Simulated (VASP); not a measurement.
# Ge (I4_1/amd) in VASP: notebook

Ge is run at these levels: LDA; tasks: electric field gradients.

Program: VASP 6.6.1. These are calculated values, not measurements. Logs are shortened: lines on timing, memory, paths and dates and some standing lists are left out, and cuts for length are marked.

## 1. The cell of the first run

It takes space group I4_1/amd (No. 141, tetragonal). The conventional cell has a = 4.000 Å, b = 4.000 Å, c = 5.544 Å, α = 90.00°, β = 90.00°, γ = 90.00°. Within 3.2 Å of Ge (site symmetry -4m2) lie 4 Ge at 2.43 Å.

## 2. Electric field gradients, LDA (zz strain of -2 %)

Input file INCAR:

```
SYSTEM = Ge
ALGO = Normal
EDIFF = 1E-8
ENCUT = 520
ISIF = 2
ISMEAR = -1
LASPH = .True.
LCHARG = .False.
LEFG = .True.
LREAL = .False.
LWAVE = .False.
NBANDS = 21
NELM = 60
PREC = Accurate
SIGMA = 0.05
```

Input file KPOINTS:

```
k-points
0
Gamma
  10 10 10
  0 0 0
```

Input file POSCAR:

```
Ge
1.0
    0.0000000000      2.8287700000      2.7721946000
    2.8287700000      0.0000000000      2.7721946000
    2.8287700000      2.8287700000      0.0000000000
Ge
2
Direct
    0.5000000000      0.5000000000      0.5000000000
    0.7500000000      0.7500000000      0.7500000000
```

Potentials or basis: VASP PAW LDA potentials, release 64 (Ge_d).

On the command line:

```sh
$ cat potpaw_LDA.64/Ge_d/POTCAR > POTCAR
$ mpirun -np 1 vasp_std > vasp.out
```

OUTCAR:

```text
SYSTEM = Ge
   EDIFF = 1E-8
   ENCUT = 520
   ISIF = 2
   ISMEAR = -1
   LASPH = .True.
   LREAL = .False.
   NELM = 60
   PREC = Accurate

 ion  position               nearest neighbor table
   1  0.500  0.500  0.500-   2 2.43   2 2.43   2 2.43   2 2.43
   2  0.750  0.750  0.750-   1 2.43   1 2.43   1 2.43   1 2.43

  LATTYP: Found a body centered tetragonal cell.
 ALAT       =     4.0004848988
 C/A-ratio  =     1.3859292911

  Lattice vectors:

 A1 = (   0.0000000000,  -2.8287700000,  -2.7721946000)
 A2 = (   0.0000000000,   2.8287700000,  -2.7721946000)
 A3 = (   2.8287700000,   0.0000000000,   2.7721946000)

Analysis of symmetry for initial positions (statically):
=====================================================================
 Subroutine PRICEL returns:
 Original cell was already a primitive cell.

 Routine SETGRP: Setting up the symmetry group for a
 body centered tetragonal supercell.

 Subroutine GETGRP returns: Found 16 space group operations
 (whereof  8 operations were pure point group operations)
 out of a pool of 16 trial point group operations.

The static configuration has the point symmetry D_2d.
 The point group associated with its full space group is D_4h.

Analysis of symmetry for dynamics (positions and initial velocities):
=====================================================================
 Subroutine PRICEL returns:
 Original cell was already a primitive cell.

 Routine SETGRP: Setting up the symmetry group for a
 body centered tetragonal supercell.

 Subroutine GETGRP returns: Found 16 space group operations
 (whereof  8 operations were pure point group operations)
 out of a pool of 16 trial point group operations.

The dynamic configuration has the point symmetry D_2d.
 The point group associated with its full space group is D_4h.

 Subroutine INISYM returns: Found 16 space group operations
 (whereof  8 operations are pure point group operations),
 and found     1 'primitive' translations

----------------------------------------------------------------------------------------

                                     Primitive cell

  volume of cell :      44.3659

  direct lattice vectors                    reciprocal lattice vectors
     0.000000000  2.828770000  2.772194600    -0.176755268  0.176755268  0.180362519
     2.828770000  0.000000000  2.772194600     0.176755268 -0.176755268  0.180362519
     2.828770000  2.828770000  0.000000000     0.176755268  0.176755268 -0.180362519

  length of vectors
     3.960682089  3.960682089  4.000484899     0.308245824  0.308245824  0.308245824

  position of ions in fractional coordinates (direct lattice)
     0.500000000  0.500000000  0.500000000
     0.750000000  0.750000000  0.750000000

  ion indices of the primitive-cell ions
   primitive index   ion index
                 1           1
                 2           2

----------------------------------------------------------------------------------------

 KPOINTS: k-points

Automatic generation of k-mesh.
 Grid dimensions read from file:
 generate k-points for:   10   10   10

 Generating k-lattice:

  Cartesian coordinates                     Fractional coordinates (reciprocal lattice)
    -0.017675527  0.017675527  0.018036252     0.100000000 -0.000000000  0.000000000
     0.017675527 -0.017675527  0.018036252    -0.000000000  0.100000000  0.000000000
     0.017675527  0.017675527 -0.018036252     0.000000000  0.000000000  0.100000000

  Length of vectors
     0.030824582  0.030824582  0.030824582

  Shift w.r.t. Gamma in fractional coordinates (k-lattice)
     0.000000000  0.000000000  0.000000000

 Subroutine IBZKPT returns following result:
 ===========================================

 Found    102 irreducible k-points:

 Following reciprocal coordinates:
            Coordinates               Weight
  0.000000  0.000000  0.000000      1.000000
  0.100000  0.000000  0.000000      8.000000
  0.200000  0.000000  0.000000      8.000000
  0.300000 -0.000000  0.000000      8.000000
  0.400000  0.000000  0.000000      8.000000
  0.500000  0.000000  0.000000      4.000000
[... 16 lines left out ...]
  0.300000  0.300000  0.000000      2.000000
  0.400000  0.300000  0.000000      8.000000
 [... further k-points ...]
   k-points           NKPTS =    102   k-points in BZ     NKDIM =    102   number of bands    NBANDS=     21
   number of dos      NEDOS =    301   number of ions     NIONS =      2
   total plane-waves  NPLWV =  27000
   dimension x,y,z NGX =    30 NGY =   30 NGZ =   30
   dimension x,y,z NGXF=    60 NGYF=   60 NGZF=   60
   ions per type =               2
   NGX,Y,Z   is equivalent  to a cutoff of  12.59, 12.59, 12.47 a.u.
   NGXF,Y,Z  is equivalent  to a cutoff of  25.18, 25.18, 24.93 a.u.
 SYSTEM =  Ge
   PREC   = accura    normal or accurate (medium, high low for compatibility)
   ISTART =      0    job   : 0-new  1-cont  2-samecut
   ICHARG =      2    charge: 1-file 2-atom 10-const
   ISPIN  =      1    spin polarized calculation?
   LNONCOLLINEAR =      F non collinear calculations
   LSORBIT =      F    spin-orbit coupling
   LASPH  =      T    aspherical Exc in radial PAW
   ENCUT  =  520.0 eV  38.22 Ry    6.18 a.u.   7.36  7.36  7.44*2*pi/ulx,y,z
   NELM   =     60;   NELMIN=  2; NELMDL= -5     # of ELM steps
   EDIFF  = 0.1E-07   stopping-criterion for ELM
   LREAL  =      F    real-space projection
   EDIFFG = 0.1E-06   stopping-criterion for IOM
   NSW    =      0    number of steps for IOM
   IBRION =     -1    ionic relax: 0-MD 1-quasi-New 2-CG
   NFREE  =      0    steps in history (QN), initial steepest desc. (CG)
   ISIF   =      2    stress and relaxation
   ISYM   =      2    0-nonsym 1-usesym 2-fastsym
   POTIM  = 0.5000    time-step for ionic-motion
   TEBEG  =    0.0;   TEEND  =   0.0 temperature during run
   PSTRESS=    0.0 pullay stress
   NELECT =      28.0000    total number of electrons
   NUPDOWN=      -1.0000    fix difference up-down
   EMIN   =  10.00;   EMAX   =-10.00  energy-range for DOS
   EFERMI =   0.00;   METHOD = LEGACY
   ISMEAR =    -1;   SIGMA  =   0.05  broadening in eV -4-tet -1-fermi 0-gaus
   EFERMI_NEDOS =   21; number of points for ismear=-14 and -15
   IALGO  =     38    algorithm
   IMIX   =      4    mixing-type and parameters
     AMIX     =   0.40;   BMIX     =  1.00
     AMIX_MAG =   1.60;   BMIX_MAG =  1.00
  volume/ion in A,a.u.               =      22.18       149.70
  Fermi-wavevector in a.u.,A,eV,Ry     =   1.404250  2.653648 26.829584  1.971919
  Thomas-Fermi vector in A             =   2.526831
   LORBIT       =      0    0 simple, 1 ext, 2 COOP (PROOUT), +10 PAW based schemes
   GGA     = CA    functional components
   LHFCALC =     F    Hartree Fock is set to
   AEXX    =    0.0000 exact exchange contribution
   IVDW    =     0    specifies the selected vdW correction
   LEPSILON=     F    determine dielectric tensor
   LRPA    =     F    only Hartree local field effects (RPA)
 non-spin polarized calculation
  energy-cutoff  :      520.00
  volume of cell :       44.37
 maximum number of plane-waves:      1235
 NGX is ok and might be reduce to    30
   NGX = 15   NGY = 15   NGZ = 15

 number of electron      28.0000023 magnetization

 Free energy of the ion-electron system (eV)
  ---------------------------------------------------
  ext. energy  EPLUGINS =         0.00000000
  ---------------------------------------------------
  free energy    TOTEN  =       -10.38605222 eV

  energy without entropy =      -10.38545967  energy(sigma->0) =      -10.38575595

 E-fermi :   4.9570     XC(G=0): -10.3849

 val. band max:        4.8730076521   @ k =   0.0000   0.0000   0.0000
 cond. band min:       4.9632913230   @ k =   0.0000   0.0000   0.0000
 fundamental gap:      0.0902836709
 Fermi energy:         4.9570248726

 k-point     1 :       0.0000    0.0000    0.0000
  band No.  band energies     occupation
      1     -20.0485      2.00000
      2     -20.0430      2.00000
      3     -20.0430      2.00000
      4     -20.0077      2.00000
      5     -20.0053      2.00000
      6     -19.7877      2.00000
[... 13 lines left out ...]
     20      14.3249      0.00000
     21      14.7191      0.00000

 k-point     2 :       0.1000    0.0000    0.0000
  band No.  band energies     occupation
      1     -20.0531      2.00000
      2     -20.0491      2.00000
      3     -20.0427      2.00000
      4     -19.9990      2.00000
      5     -19.9971      2.00000
      6     -19.7951      2.00000
[... 13 lines left out ...]
     20      13.5976      0.00000
     21      13.8816      0.00000
[... 487 lines left out ...]
      5     -19.9161      2.00000
      6     -19.8955      2.00000
[... 13 lines left out ...]
     20      15.9187      0.00000
     21      16.2405      0.00000

 k-point    24 :       0.4000    0.3000    0.0000
  band No.  band energies     occupation
      1     -20.0774      2.00000
      2     -20.0705      2.00000
      3     -20.0247      2.00000
      4     -19.9396      2.00000
      5     -19.9140      2.00000
      6     -19.8984      2.00000
[... 13 lines left out ...]
     20      16.6993      0.00000
     21      16.7455      0.00000

 [... further k-points ...]
[... 5 lines left out ...]
  --------------------------------------------------------------------------------------
  -------------------------------------------------------------------------------------
  Total       -0.0789024     -0.0789024      0.3213662      0.0000000      0.0000000      0.0000000
  in kB       -2.8493896     -2.8493896     11.6054457      0.0000000      0.0000000      0.0000000
  external PRESSURE =       1.9688889 kB  Pullay stress =       0.0000000 kB

 VOLUME and BASIS-vectors are now :
 -----------------------------------------------------------------------------
  energy-cutoff  :      520.00
  volume of cell :       44.37
      direct lattice vectors                 reciprocal lattice vectors
     0.000000000  2.828770000  2.772194600    -0.176755268  0.176755268  0.180362519
     2.828770000  0.000000000  2.772194600     0.176755268 -0.176755268  0.180362519
     2.828770000  2.828770000  0.000000000     0.176755268  0.176755268 -0.180362519

 POSITION                                       TOTAL-FORCE (eV/Angst)
 -----------------------------------------------------------------------------------
      2.82877      2.82877      2.77219        -0.000000     -0.000000      0.000000
      4.24315      4.24315      4.15829         0.000000      0.000000     -0.000000
 -----------------------------------------------------------------------------------
    total drift:                                0.000000     -0.000000     -0.000000

  FREE ENERGIE OF THE ION-ELECTRON SYSTEM (eV)
  ---------------------------------------------------
  free  energy   TOTEN  =       -10.3860522217 eV

  energy  without entropy=      -10.3854596686  energy(sigma->0) =      -10.38575595

 Electric field gradients (V/A^2)
---------------------------------------------------------------------
 ion       V_xx      V_yy      V_zz      V_xy      V_xz      V_yz
---------------------------------------------------------------------
   1      -0.480    -0.480     0.961     0.002     0.003     0.003
   2      -0.480    -0.480     0.961     0.002     0.003     0.003
---------------------------------------------------------------------

 Electric field gradients after diagonalization (V/A^2)
 (convention: |V_zz| > |V_xx| > |V_yy|)
----------------------------------------------------------------------
 ion       V_xx      V_yy      V_zz     asymmetry (V_yy - V_xx)/ V_zz
----------------------------------------------------------------------
   1      -0.482    -0.478     0.961       0.004
   2      -0.482    -0.478     0.961       0.004
----------------------------------------------------------------------

           NMR quadrupolar parameters

 Cq : quadrupolar parameter    Cq=e*Q*V_zz/h
 eta: asymmetry parameters     (V_yy - V_xx)/ V_zz
 Q  : nuclear electric quadrupole moment in mb (millibarn)
----------------------------------------------------------------------
 ion       Cq(MHz)       eta       Q (mb)
----------------------------------------------------------------------
   1       0.002       0.004       1.000
   2       0.002       0.004       1.000
----------------------------------------------------------------------
```

Wall time 2 min (1 thread of Intel Xeon 8259CL, shared host); peak memory 0.2 GiB.

Results:

```yaml
Free_energy: -10.3861 eV
Pressure: 0.2 GPa
Largest_electric_field_gradient_by_atom: Ge +1.0 V/Å²
```

Electric field gradients, principal values (V/Å²):
```
atom   least  middle  greatest (by size)
1 Ge  -0.478  -0.482               0.961
2 Ge  -0.478  -0.482               0.961
```

Caveat: the cell differs from its parent crystal (zz strain of -2 %); without QUAD_EFG the Cq values of the log hold for a quadrupole moment of 1 mb, not for the nuclei.

## 3. Electric field gradients, LDA (zz strain of -2 %)

Input file INCAR:

```
PREC = Accurate
ENCUT = 520
EDIFF = 1E-8
ISMEAR = -1
SIGMA = 0.05
LREAL = F
LASPH = T
NELM = 80
ALGO = Normal
ISIF = 2
LWAVE = F
LCHARG = F
GGA = CA
LEFG = T
NBANDS = 21
```

Input file KPOINTS:

```
regular mesh
0
Gamma
  10 10 10
```

POSCAR is that of step 2.

Potentials or basis: VASP PAW LDA potentials, release 64 (Ge_d).

On the command line:

```sh
$ cat potpaw_LDA.64/Ge_d/POTCAR > POTCAR
$ mpirun -np 1 vasp_std > vasp.out
```

OUTCAR:

```text
PREC = Accurate
   ENCUT = 520
   EDIFF = 1E-8
   ISMEAR = -1
   LREAL = F
   LASPH = T
   NELM = 80
   ISIF = 2
   GGA = CA

 ion  position               nearest neighbor table
   1  0.500  0.500  0.500-   2 2.43   2 2.43   2 2.43   2 2.43
   2  0.750  0.750  0.750-   1 2.43   1 2.43   1 2.43   1 2.43

  LATTYP: Found a body centered tetragonal cell.
 ALAT       =     4.0004848988
 C/A-ratio  =     1.3859292911

  Lattice vectors:

 A1 = (   0.0000000000,  -2.8287700000,  -2.7721946000)
 A2 = (   0.0000000000,   2.8287700000,  -2.7721946000)
 A3 = (   2.8287700000,   0.0000000000,   2.7721946000)

Analysis of symmetry for initial positions (statically):
=====================================================================
 Subroutine PRICEL returns:
 Original cell was already a primitive cell.

 Routine SETGRP: Setting up the symmetry group for a
 body centered tetragonal supercell.

[... 766 lines left out ...]
  volume of cell :       44.37
      direct lattice vectors                 reciprocal lattice vectors
     0.000000000  2.828770000  2.772194600    -0.176755268  0.176755268  0.180362519
     2.828770000  0.000000000  2.772194600     0.176755268 -0.176755268  0.180362519
     2.828770000  2.828770000  0.000000000     0.176755268  0.176755268 -0.180362519

 POSITION                                       TOTAL-FORCE (eV/Angst)
 -----------------------------------------------------------------------------------
      2.82877      2.82877      2.77219        -0.000000     -0.000000      0.000000
      4.24315      4.24315      4.15829         0.000000      0.000000     -0.000000
 -----------------------------------------------------------------------------------
    total drift:                                0.000000     -0.000000     -0.000000

  FREE ENERGIE OF THE ION-ELECTRON SYSTEM (eV)
  ---------------------------------------------------
  free  energy   TOTEN  =       -10.3860522217 eV

  energy  without entropy=      -10.3854596686  energy(sigma->0) =      -10.38575595

 Electric field gradients (V/A^2)
---------------------------------------------------------------------
 ion       V_xx      V_yy      V_zz      V_xy      V_xz      V_yz
---------------------------------------------------------------------
   1      -0.480    -0.480     0.961     0.002     0.003     0.003
   2      -0.480    -0.480     0.961     0.002     0.003     0.003
---------------------------------------------------------------------

 Electric field gradients after diagonalization (V/A^2)
 (convention: |V_zz| > |V_xx| > |V_yy|)
----------------------------------------------------------------------
 ion       V_xx      V_yy      V_zz     asymmetry (V_yy - V_xx)/ V_zz
----------------------------------------------------------------------
   1      -0.482    -0.478     0.961       0.004
   2      -0.482    -0.478     0.961       0.004
----------------------------------------------------------------------

           NMR quadrupolar parameters

 Cq : quadrupolar parameter    Cq=e*Q*V_zz/h
 eta: asymmetry parameters     (V_yy - V_xx)/ V_zz
 Q  : nuclear electric quadrupole moment in mb (millibarn)
----------------------------------------------------------------------
 ion       Cq(MHz)       eta       Q (mb)
----------------------------------------------------------------------
   1       0.002       0.004       1.000
   2       0.002       0.004       1.000
----------------------------------------------------------------------
```

OSZICAR:

```text
N       E                     dE             d eps       ncg     rms          rms(c)
DAV:   1     0.191835431898E+03    0.19184E+03   -0.14812E+04  4752   0.358E+03
DAV:   2     0.174594164466E+02   -0.17438E+03   -0.16874E+03  4299   0.613E+02
DAV:   3    -0.965750086868E+01   -0.27117E+02   -0.26947E+02  4954   0.143E+02
DAV:   4    -0.105551397095E+02   -0.89764E+00   -0.89717E+00  4829   0.307E+01
DAV:   5    -0.105695194562E+02   -0.14380E-01   -0.14379E-01  4869   0.427E+00    0.337E+00
DAV:   6    -0.104467922973E+02    0.12273E+00   -0.38357E-02  4874   0.161E+00    0.193E+00
DAV:   7    -0.103853178911E+02    0.61474E-01   -0.76569E-02  4578   0.201E+00    0.141E-01
DAV:   8    -0.103860152748E+02   -0.69738E-03   -0.56857E-03  4897   0.817E-01    0.478E-02
DAV:   9    -0.103860558812E+02   -0.40606E-04   -0.84658E-05  4983   0.897E-02    0.131E-02
DAV:  10    -0.103860523042E+02    0.35771E-05   -0.86273E-06  5816   0.420E-02    0.433E-03
DAV:  11    -0.103860522244E+02    0.79731E-07   -0.93904E-07  4724   0.834E-03    0.177E-03
DAV:  12    -0.103860522217E+02    0.27785E-08   -0.91250E-08  5820   0.464E-03
   1 F= -.10386052E+02 E0= -.10385756E+02  d E =-.592553E-03
```

Run time: 1.9 min. Hardware: 1 thread of Intel Xeon 8259CL, shared host; peak memory 0.2 GiB.

What came out:

| Item | Value |
| --- | --- |
| Free energy | -10.3861 eV |
| Pressure | 0.2 GPa |
| Largest electric field gradient by atom | Ge +1.0 V/Å² |

Electric field gradients, principal values (V/Å²):
```csv
atom,least,middle,greatest (by size)
1 Ge,-0.478,-0.482,0.961
2 Ge,-0.478,-0.482,0.961
```

Caveat: the cell differs from its parent crystal (zz strain of -2 %); without QUAD_EFG the Cq values of the log hold for a quadrupole moment of 1 mb, not for the nuclei.

[end of part 1 of 3]
